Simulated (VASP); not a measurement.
A run of VASP 6.6.1 is set up as follows.

File INCAR:

```
PREC = Accurate
ENCUT = 520
EDIFF = 1E-6
ISMEAR = 0
SIGMA = 0.15
LREAL = False
LASPH = True
NELM = 80
ALGO = Fast
ISIF = 2
LWAVE = False
LCHARG = True
GGA = PE
LELF = True
LVHAR = True
NBANDS = 10
```

File KPOINTS:

```
regular mesh
0
Gamma
  16 16 16
```

The input POSCAR:

```
Na
1.0
   -2.1492625000      2.1492625000      2.1175000000
    2.1492625000     -2.1492625000      2.1175000000
    2.1492625000      2.1492625000     -2.1175000000
Na
1
Direct
    0.0000000000      0.0000000000      0.0000000000
```

Potentials or basis: VASP PAW PBE potentials, release 64 (Na_pv).

Command:

```console
$ cat potpaw_PBE.64/Na_pv/POTCAR > POTCAR
$ mpirun -np 1 vasp_std > vasp.out
```

**Question.** Estimate the pressure.

**Answer.** -0.5 GPa.

**Question.** What does it give for the band gap on the k mesh?

**Answer.** Zero (an odd number of electrons rules out a gap without spin polarisation).

Caveat: the cell differs from its parent crystal (strain +0.015 along x and y, +0.000 along z).
